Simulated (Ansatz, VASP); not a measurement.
**ZnS in VASP and in Ansatz**

File INCAR:

```
SYSTEM = ZnS
ALGO     = Normal         ! electronic algorithm
EDIFF    = 1E-7           ! SCF threshold, eV
ENCUT    = 520            ! plane-wave cutoff, eV
GGA      = PE             ! functional
ISIF     = 2              ! what is computed and relaxed
ISMEAR   = 0              ! smearing method
LASPH    = .TRUE.         ! aspherical terms in the spheres
LCHARG   = .FALSE.        ! write CHGCAR
LREAL    = .FALSE.        ! projectors in reciprocal space
LWAVE    = .FALSE.        ! write WAVECAR
NBANDS   = 26             ! bands
NELM     = 100            ! most SCF steps
PREC     = Accurate       ! precision mode
SIGMA    = 0.05           ! smearing width, eV
```

Contents of KPOINTS:

```
k-points
0
G
  9 9 4
  0 0 0
```

POSCAR

```
ZnS
1.0
    4.0333996051      0.0000000000      0.0000000000
   -2.0166998025      3.4930265216      0.0000000000
    0.0000000000      0.0000000000      5.7302508189
Zn S
2 2
Direct
    0.3333333333      0.6666666667      0.0052003725
    0.6666666667      0.3333333333      0.5052003725
    0.3333333333      0.6666666667      0.4062443104
    0.6666666667      0.3333333333      0.9062443104
```

Input for Ansatz:

```yaml
crystal:
  lattice:
    - [4.0333996051, 0.0, 0.0]
    - [-2.0166998025, 3.4930265216, 0.0]
    - [0.0, 0.0, 5.7302508189]
  atoms:
    - { symbol: Zn, position: [0.3333333333, 0.6666666667, 0.0052003725] }
    - { symbol: Zn, position: [0.6666666667, 0.3333333333, 0.5052003725] }
    - { symbol: S, position: [0.3333333333, 0.6666666667, 0.4062443104] }
    - { symbol: S, position: [0.6666666667, 0.3333333333, 0.9062443104] }
basis:
  ecutwfc: 520.0
kpoints:
  mp_grid: { grid: [9, 9, 4] }
hamiltonian:
  xc: pbe
scf:
  occupations: { method: gaussian, width: 0.05 }
output:
  forces: true
  stress: true
  eigenvalues: true
```

Alike in both runs: task single point; functional PBE; k mesh 9 × 9 × 4; occupations gaussian, width 0.05 eV; no spin polarisation.

```csv
,VASP,Ansatz
version,VASP 6.6.1,Ansatz 0.2.0
potentials or method,"VASP PAW PBE potentials, release 64 (Zn, S), cutoff 520 eV","scalar-relativistic, plane waves, PAW"
valence electrons in the cell,36,36
```

```tsv
	VASP	Ansatz	Ansatz less VASP
gap on the k mesh at the Fermi level (eV)	1.67	1.68	+0.009
least direct gap on the mesh (eV)	1.67	1.68	+0.009
pressure (GPa)	0.5	0.3	-0.17
traceless stress, the component that is largest in VASP (GPa)	8.18	8.15	-0.026
rms of the force components (eV/Å)	0.073	0.069	-0.0040
```

Atom by atom the forces differ by 0.004 eV/Å (rms over components).
